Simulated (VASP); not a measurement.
# Fe (Im-3m) in VASP: a series of runs

Runs on Fe. Level: PBE. Tasks: single point.

All numbers are computed with VASP 6.6.1; they aren't measurements. Logs are shortened: lines on timing, memory, paths and dates and some standing lists are left out, and cuts for length are marked.

### Step 1. The cell of the first run

The structure is cubic, space group Im-3m (No. 229). Conventional cell: a = 2.814 Å, b = 2.814 Å, c = 2.814 Å, α = 90.00°, β = 90.00°, γ = 90.00°. Fe (site symmetry m-3m) has 14 Fe at 2.44 to 2.81 Å within 3.2 Å.

### Step 2. Single point, PBE

Input file INCAR:

```
ALGO = Normal
EDIFF = 1E-6
ENCUT = 520
GGA = PE
ISIF = 2
ISMEAR = -1
LASPH = True
LCHARG = False
LREAL = False
LWAVE = False
NBANDS = 10
NELM = 60
PREC = Accurate
SIGMA = 0.06122561905347299
```

Input file KPOINTS:

```
k-points
0
Gamma
  28 28 28
```

Input file POSCAR:

```
Fe
1.0
   -1.4068040794      1.4068040794      1.4068040794
    1.4068040794     -1.4068040794      1.4068040794
    1.4068040794      1.4068040794     -1.4068040794
Fe
1
Direct
    0.0000000000      0.0000000000      0.0000000000
```

Potentials or basis: VASP PAW PBE potentials, release 64 (Fe).

Launch:

```
$ cat potpaw_PBE.64/Fe/POTCAR > POTCAR
$ mpirun -np 1 vasp_std > vasp.out
```

OUTCAR:

```text
EDIFF = 1E-6
   ENCUT = 520
   GGA = PE
   ISIF = 2
   ISMEAR = -1
   LASPH = True
   LREAL = False
   NELM = 60
   PREC = Accurate

 ion  position               nearest neighbor table
   1  0.000  0.000  0.000-

  LATTYP: Found a body centered cubic cell.
 ALAT       =     2.8136081588

  Lattice vectors:

 A1 = (  -1.4068040794,   1.4068040794,   1.4068040794)
 A2 = (   1.4068040794,  -1.4068040794,   1.4068040794)
 A3 = (   1.4068040794,   1.4068040794,  -1.4068040794)

Analysis of symmetry for initial positions (statically):
=====================================================================
 Subroutine PRICEL returns:
 Original cell was already a primitive cell.

 Routine SETGRP: Setting up the symmetry group for a
 body centered cubic supercell.

 Subroutine GETGRP returns: Found 48 space group operations
 (whereof 48 operations were pure point group operations)
 out of a pool of 48 trial point group operations.

The static configuration has the point symmetry O_h .

Analysis of symmetry for dynamics (positions and initial velocities):
=====================================================================
 Subroutine PRICEL returns:
 Original cell was already a primitive cell.

 Routine SETGRP: Setting up the symmetry group for a
 body centered cubic supercell.

 Subroutine GETGRP returns: Found 48 space group operations
 (whereof 48 operations were pure point group operations)
 out of a pool of 48 trial point group operations.

The dynamic configuration has the point symmetry O_h .

 Subroutine INISYM returns: Found 48 space group operations
 (whereof 48 operations are pure point group operations),
 and found     1 'primitive' translations

----------------------------------------------------------------------------------------

                                     Primitive cell

  volume of cell :      11.1368

  direct lattice vectors                    reciprocal lattice vectors
    -1.406804079  1.406804079  1.406804079     0.000000000  0.355415518  0.355415518
     1.406804079 -1.406804079  1.406804079     0.355415518  0.000000000  0.355415518
     1.406804079  1.406804079 -1.406804079     0.355415518  0.355415518  0.000000000

  length of vectors
     2.436656142  2.436656142  2.436656142     0.502633445  0.502633445  0.502633445

  position of ions in fractional coordinates (direct lattice)
     0.000000000  0.000000000  0.000000000

  ion indices of the primitive-cell ions
   primitive index   ion index
                 1           1

----------------------------------------------------------------------------------------

 KPOINTS: k-points

Automatic generation of k-mesh.
 Grid dimensions read from file:
 generate k-points for:   28   28   28

 Generating k-lattice:

  Cartesian coordinates                     Fractional coordinates (reciprocal lattice)
     0.000000000  0.012693411  0.012693411     0.035714286  0.000000000  0.000000000
     0.012693411  0.000000000  0.012693411     0.000000000  0.035714286  0.000000000
     0.012693411  0.012693411  0.000000000     0.000000000  0.000000000  0.035714286

  Length of vectors
     0.017951194  0.017951194  0.017951194

  Shift w.r.t. Gamma in fractional coordinates (k-lattice)
     0.000000000  0.000000000  0.000000000

 Subroutine IBZKPT returns following result:
 ===========================================

 Found    624 irreducible k-points:

 Following reciprocal coordinates:
            Coordinates               Weight
  0.000000  0.000000  0.000000      1.000000
  0.035714  0.000000  0.000000     12.000000
  0.071429  0.000000  0.000000     12.000000
  0.107143  0.000000  0.000000     12.000000
  0.142857  0.000000  0.000000     12.000000
  0.178571  0.000000  0.000000     12.000000
[... 16 lines left out ...]
  0.285714  0.035714  0.000000     48.000000
  0.321429  0.035714  0.000000     48.000000
 [... further k-points ...]
   k-points           NKPTS =    624   k-points in BZ     NKDIM =    624   number of bands    NBANDS=     10
   number of dos      NEDOS =    301   number of ions     NIONS =      1
   total plane-waves  NPLWV =   5832
   dimension x,y,z NGX =    18 NGY =   18 NGZ =   18
   dimension x,y,z NGXF=    36 NGYF=   36 NGZF=   36
   ions per type =               1
   NGX,Y,Z   is equivalent  to a cutoff of  12.28, 12.28, 12.28 a.u.
   NGXF,Y,Z  is equivalent  to a cutoff of  24.56, 24.56, 24.56 a.u.
 SYSTEM =  unknown system
   PREC   = accura    normal or accurate (medium, high low for compatibility)
   ISTART =      0    job   : 0-new  1-cont  2-samecut
   ICHARG =      2    charge: 1-file 2-atom 10-const
   ISPIN  =      1    spin polarized calculation?
   LNONCOLLINEAR =      F non collinear calculations
   LSORBIT =      F    spin-orbit coupling
   LASPH  =      T    aspherical Exc in radial PAW
   ENCUT  =  520.0 eV  38.22 Ry    6.18 a.u.   4.53  4.53  4.53*2*pi/ulx,y,z
   NELM   =     60;   NELMIN=  2; NELMDL= -5     # of ELM steps
   EDIFF  = 0.1E-05   stopping-criterion for ELM
   LREAL  =      F    real-space projection
   EDIFFG = 0.1E-04   stopping-criterion for IOM
   NSW    =      0    number of steps for IOM
   IBRION =     -1    ionic relax: 0-MD 1-quasi-New 2-CG
   NFREE  =      0    steps in history (QN), initial steepest desc. (CG)
   ISIF   =      2    stress and relaxation
   ISYM   =      2    0-nonsym 1-usesym 2-fastsym
   POTIM  = 0.5000    time-step for ionic-motion
   TEBEG  =    0.0;   TEEND  =   0.0 temperature during run
   PSTRESS=    0.0 pullay stress
   NELECT =       8.0000    total number of electrons
   NUPDOWN=      -1.0000    fix difference up-down
   EMIN   =  10.00;   EMAX   =-10.00  energy-range for DOS
   EFERMI =   0.00;   METHOD = LEGACY
   ISMEAR =    -1;   SIGMA  =   0.06  broadening in eV -4-tet -1-fermi 0-gaus
   EFERMI_NEDOS =   21; number of points for ismear=-14 and -15
   IALGO  =     38    algorithm
   IMIX   =      4    mixing-type and parameters
     AMIX     =   0.40;   BMIX     =  1.00
     AMIX_MAG =   1.60;   BMIX_MAG =  1.00
  volume/ion in A,a.u.               =      11.14        75.15
  Fermi-wavevector in a.u.,A,eV,Ry     =   1.466171  2.770661 29.247854  2.149657
  Thomas-Fermi vector in A             =   2.581940
   LORBIT       =      0    0 simple, 1 ext, 2 COOP (PROOUT), +10 PAW based schemes
   GGA     = PE    functional components
   LHFCALC =     F    Hartree Fock is set to
   AEXX    =    0.0000 exact exchange contribution
   IVDW    =     0    specifies the selected vdW correction
   LEPSILON=     F    determine dielectric tensor
   LRPA    =     F    only Hartree local field effects (RPA)
 non-spin polarized calculation
  energy-cutoff  :      520.00
  volume of cell :       11.14
 maximum number of plane-waves:       321
   NGX =  9   NGY =  9   NGZ =  9

 number of electron       8.0000008 magnetization

 Free energy of the ion-electron system (eV)
  ---------------------------------------------------
  ext. energy  EPLUGINS =         0.00000000
  ---------------------------------------------------
  free energy    TOTEN  =        -7.75412347 eV

  energy without entropy =       -7.70938779  energy(sigma->0) =       -7.73175563

 E-fermi :   6.0808     XC(G=0): -13.2748

 val. band max:        6.0789770102   @ k =  -0.3571  -0.4643   0.1786
 cond. band min:       6.0808570464   @ k =   0.1429   0.0357   0.0000
 fundamental gap:      0.0018800362
 Fermi energy:         6.0808331672

 k-point     1 :       0.0000    0.0000    0.0000
  band No.  band energies     occupation
      1      -2.4552      2.00000
      2       4.4384      2.00000
      3       4.4384      2.00000
      4       4.4384      2.00000
      5       6.0414      1.31160
      6       6.0414      1.31158
      7      31.1403      0.00000
      8      31.1403      0.00000
      9      31.1403      0.00000
     10      36.5119      0.00000

 k-point     2 :       0.0357    0.0000    0.0000
  band No.  band energies     occupation
      1      -2.4012      2.00000
      2       4.4223      2.00000
      3       4.4369      2.00000
      4       4.4687      2.00000
      5       6.0240      1.43336
      6       6.0426      1.30247
      7      30.7911      0.00000
      8      31.0741      0.00000
      9      31.1116      0.00000
     10      36.2699      0.00000

 k-point     3 :       0.0714    0.0000    0.0000
  band No.  band energies     occupation
      1      -2.2405      2.00000
      2       4.3748      2.00000
      3       4.4305      2.00000
      4       4.5587      2.00000
      5       5.9763      1.69295
      6       6.0465      1.27307
      7      29.8800      0.00000
      8      30.8500      0.00000
      9      31.0317      0.00000
     10      35.8544      0.00000

 k-point     4 :       0.1071    0.0000    0.0000
  band No.  band energies     occupation
      1      -1.9768      2.00000
      2       4.2991      2.00000
      3       4.4140      2.00000
      4       4.7057      2.00000
      5       5.9106      1.88322
      6       6.0535      1.21965
      7      28.6224      0.00000
      8      30.4253      0.00000
      9      30.9153      0.00000
     10      35.5806      0.00000

 k-point     5 :       0.1429    0.0000    0.0000
  band No.  band energies     occupation
      1      -1.6175      2.00000
      2       4.1996      2.00000
      3       4.3814      2.00000
      4       4.9051      2.00000
      5       5.8448      1.95852
      6       6.0641      1.13616
      7      27.1602      0.00000
      8      29.8085      0.00000
      9      30.7796      0.00000
     10      34.3002      0.00000

 k-point     6 :       0.1786    0.0000    0.0000
  band No.  band energies     occupation
      1      -1.1742      2.00000
      2       4.0822      2.00000
      3       4.3309      2.00000
      4       5.1505      2.00000
      5       5.7972      1.98071
      6       6.0787      1.01762
      7      25.5810      0.00000
      8      29.0683      0.00000
      9      30.6393      0.00000
     10      33.1050      0.00000
[... 183 lines left out ...]
 k-point    21 :       0.2143    0.0357    0.0000
  band No.  band energies     occupation
      1      -0.3598      2.00000
      2       3.8885      2.00000
      3       4.2213      2.00000
      4       5.6202      1.99892
      5       5.7663      1.98832
      6       6.1238      0.66306
      7      23.1379      0.00000
      8      27.5414      0.00000
      9      30.4073      0.00000
     10      31.3540      0.00000

 k-point    22 :       0.2500    0.0357    0.0000
  band No.  band energies     occupation
      1       0.1859      2.00000
      2       3.7560      2.00000
      3       4.2089      2.00000
      4       5.7899      1.98288
      5       5.9445      1.80539
      6       6.1507      0.48449
      7      21.4982      0.00000
      8      26.8367      0.00000
      9      29.7687      0.00000
     10      30.8830      0.00000

 k-point    23 :       0.2857    0.0357    0.0000
  band No.  band energies     occupation
      1       0.6921      2.00000
      2       3.6293      2.00000
      3       4.2939      2.00000
      4       5.8391      1.96214
      5       6.1772      0.34315
      6       6.2753      0.08016
      7      19.8950      0.00000
      8      26.1881      0.00000
      9      28.9889      0.00000
     10      30.6544      0.00000

 k-point    24 :       0.3214    0.0357    0.0000
  band No.  band energies     occupation
      1       1.0937      2.00000
      2       3.5143      2.00000
      3       4.5324      2.00000
      4       5.8992      1.90205
      5       6.2106      0.21445
      6       6.5963      0.00044
      7      18.3624      0.00000
      8      25.6178      0.00000
      9      28.2449      0.00000
     10      30.5120      0.00000

 [... further k-points ...]

------------------------ aborting loop because EDIFF is reached ----------------------------------------

  FORCE on cell =-STRESS in cart. coord.  units (eV):
  Direction    XX          YY          ZZ          XY          YZ          ZX
  --------------------------------------------------------------------------------------
  -------------------------------------------------------------------------------------
  Total       -0.9721856     -0.9721856     -0.9721856      0.0000000      0.0000000      0.0000000
  in kB     -139.8617404   -139.8617404   -139.8617404      0.0000000      0.0000000      0.0000000
  external PRESSURE =    -139.8617404 kB  Pullay stress =       0.0000000 kB

 VOLUME and BASIS-vectors are now :
 -----------------------------------------------------------------------------
  energy-cutoff  :      520.00
  volume of cell :       11.14
      direct lattice vectors                 reciprocal lattice vectors
    -1.406804079  1.406804079  1.406804079     0.000000000  0.355415518  0.355415518
     1.406804079 -1.406804079  1.406804079     0.355415518  0.000000000  0.355415518
     1.406804079  1.406804079 -1.406804079     0.355415518  0.355415518  0.000000000

 POSITION                                       TOTAL-FORCE (eV/Angst)
 -----------------------------------------------------------------------------------
      0.00000      0.00000      0.00000        -0.000000      0.000000     -0.000000
 -----------------------------------------------------------------------------------
    total drift:                                0.000000     -0.000000      0.000000

  FREE ENERGIE OF THE ION-ELECTRON SYSTEM (eV)
  ---------------------------------------------------
  free  energy   TOTEN  =        -7.7541234743 eV

  energy  without entropy=       -7.7093877900  energy(sigma->0) =       -7.73175563
```

It took 32 s on 1 thread of Intel Xeon 6975P-C (Granite Rapids), shared host; peak memory 0.18 GiB.

Results:

```
Free energy            : -7.7541 eV
Pressure               : -14.0 GPa
Band gap on the k mesh : zero (bands 4 and 5 overlap by 1.95 eV)
```

Caveat: the cell stands under tension; the run has no spin polarisation, though such a crystal can be magnetic. Spin polarisation is off, so any magnetic state and its effect on volume and gap are missing.

### Step 3. Single point, PBE

Input file INCAR:

```
SYSTEM = Fe
ALGO     = Normal         ! electronic algorithm
EDIFF    = 1E-7           ! SCF threshold, eV
ENCUT    = 520            ! plane-wave cutoff, eV
GGA      = PE             ! functional
ISIF     = 2              ! what is computed and relaxed
ISMEAR   = -1             ! smearing method
LASPH    = .TRUE.         ! aspherical terms in the spheres
LCHARG   = .FALSE.        ! write CHGCAR
LREAL    = .FALSE.        ! projectors in reciprocal space
LWAVE    = .FALSE.        ! write WAVECAR
NBANDS   = 10             ! bands
NELM     = 60             ! most SCF steps
PREC     = Accurate       ! precision mode
SIGMA    = 0.06122561905347299 ! smearing width, eV
```

Input file KPOINTS:

```
k-points
0
G
  28 28 28
  0 0 0
```

POSCAR is that of step 2.

Potentials or basis: VASP PAW PBE potentials, release 64 (Fe).

Launch:

```
$ cat potpaw_PBE.64/Fe/POTCAR > POTCAR
$ mpirun -np 1 vasp_std > vasp.out
```

It took 33 s on 1 thread of Intel Xeon 6975P-C (Granite Rapids), shared host; peak memory 0.18 GiB.

Results (log left out):

```yaml
Free_energy: -7.7541 eV
Pressure: -14.0 GPa
Band_gap_on_the_k_mesh: zero (bands 4 and 5 overlap by 1.95 eV)
```

Levels at points of the mesh, in eV from the Fermi level:
| k point | band 2 | band 3 | band 4 | band 5 | band 6 | band 7 |
| --- | --- | --- | --- | --- | --- | --- |
| (0.00, 0.00, 0.00) | -1.64 | -1.64 | -1.64 | -0.04 | -0.04 | 25.06 |
| (0.50, 0.00, 0.00) | -2.83 | -0.06 | 0.18 | 0.50 | 1.24 | 8.00 |
| (0.50, 0.50, 0.50) | -4.26 | 0.95 | 0.95 | 0.95 | 10.14 | 10.14 |

Caveat: the cell stands under tension; the run has no spin polarisation, though such a crystal can be magnetic. Spin polarisation is off, so any magnetic state and its effect on volume and gap are missing.

### Step 4. Single point, PBE

This run uses another cell than the first one, of 9.88 Å³/atom.

Input file INCAR:

```
  ALGO = Normal
  EDIFF = 1E-7
  ENCUT = 520
  GGA = PE
  ISIF = 2
  ISMEAR = -1
  LASPH = T
  LCHARG = F
  LREAL = F
  LWAVE = F
  NBANDS = 10
  NELM = 80
  PREC = Accurate
  SIGMA = 0.06122561905347299
```

Input file KPOINTS:

```
k-points
0
Gamma
  55 55 55
```

Input file POSCAR:

```
Fe
1.0
   -1.3515774847      1.3515774847      1.3515774847
    1.3515774847     -1.3515774847      1.3515774847
    1.3515774847      1.3515774847     -1.3515774847
Fe
1
Direct
    0.0000000000      0.0000000000      0.0000000000
```

Launch:

```
$ cat potpaw_PBE.64/Fe/POTCAR > POTCAR
$ mpirun -np 1 vasp_std > vasp.out
```

It took 3.6 min on 1 thread of Intel Xeon 6975P-C (Granite Rapids), shared host; peak memory 0.52 GiB.

Results (log left out):

```yaml
Free_energy: -7.7519 eV
Pressure: 18.2 GPa
Band_gap_on_the_k_mesh: zero (bands 4 and 5 overlap by 2.36 eV)
```

Levels at points of the mesh, in eV from the Fermi level:
```tsv
k point	band 1	band 2	band 3	band 4	band 5	band 6	band 7	band 8
(0.00, 0.00, 0.00)	-9.26	-1.95	-1.95	-1.95	-0.06	-0.06	26.27	26.27
```

Caveat: the cell stands under pressure; the run has no spin polarisation, though such a crystal can be magnetic. Spin polarisation is off, so any magnetic state and its effect on volume and gap are missing.

### Step 5. Single point, PBE

This run uses another cell than the first one, of 10.09 Å³/atom.

Input file INCAR:

```
SYSTEM = Fe
ALGO     = Normal         ! electronic algorithm
EDIFF    = 1E-7           ! SCF threshold, eV
ENCUT    = 520            ! plane-wave cutoff, eV
GGA      = PE             ! functional
ISIF     = 2              ! what is computed and relaxed
ISMEAR   = -1             ! smearing method
LASPH    = .TRUE.         ! aspherical terms in the spheres
LCHARG   = .FALSE.        ! write CHGCAR
LREAL    = .FALSE.        ! projectors in reciprocal space
LWAVE    = .FALSE.        ! write WAVECAR
NBANDS   = 10             ! bands
NELM     = 60             ! most SCF steps
PREC     = Accurate       ! precision mode
SIGMA    = 0.06122561905347299 ! smearing width, eV
```

Input file KPOINTS:

```
k-points
0
G
  55 55 55
  0 0 0
```

Input file POSCAR:

```
Fe
1.0
   -1.3610959496      1.3610959496      1.3610959496
    1.3610959496     -1.3610959496      1.3610959496
    1.3610959496      1.3610959496     -1.3610959496
Fe
1
Direct
    0.0000000000      0.0000000000      0.0000000000
```

Launch:

```
$ cat potpaw_PBE.64/Fe/POTCAR > POTCAR
$ mpirun -np 1 vasp_std > vasp.out
```

Run time: 3.2 min. Hardware: 1 thread of Intel Xeon 6975P-C (Granite Rapids), shared host; peak memory 0.52 GiB.

Results (log left out):

```
Free energy            : -7.7711 eV
Pressure               : 11.2 GPa
Band gap on the k mesh : zero (bands 4 and 5 overlap by 2.29 eV)
```

Levels at points of the mesh, in eV from the Fermi level:
```tsv
k point	band 1	band 2	band 3	band 4	band 5	band 6	band 7	band 8	band 9
(0.00, 0.00, 0.00)	-9.13	-1.89	-1.89	-1.89	-0.05	-0.05	26.05	26.05	26.05
```

Caveat: the cell stands under pressure; the run has no spin polarisation, though such a crystal can be magnetic. Spin polarisation is off, so any magnetic state and its effect on volume and gap are missing.

### Step 6. The runs side by side

| cell | k mesh | gap on the mesh (eV) | pressure (GPa) |
| --- | --- | --- | --- |
| a = 2.437 Å, angles 109.5°, 1 atom | 28 × 28 × 28 | none | -14.0 |
| a = 2.341 Å, angles 109.5°, 1 atom | 55 × 55 × 55 | none | 18.2 |
| a = 2.357 Å, angles 109.5°, 1 atom | 55 × 55 × 55 | none | 11.2 |

Alike in all rows: task single point; level PBE; potentials or basis VASP PAW PBE potentials, release 64 (Fe); no spin polarisation; cutoff (eV) 520; smearing fermi-dirac 0.0612256 eV.

Caveats: the run has no spin polarisation, though such a crystal can be magnetic; the cell stands under pressure (at least some runs); the cell stands under tension (at least some runs).

Total energies depend on the potentials used, so only differences within one code and one set of settings carry meaning.
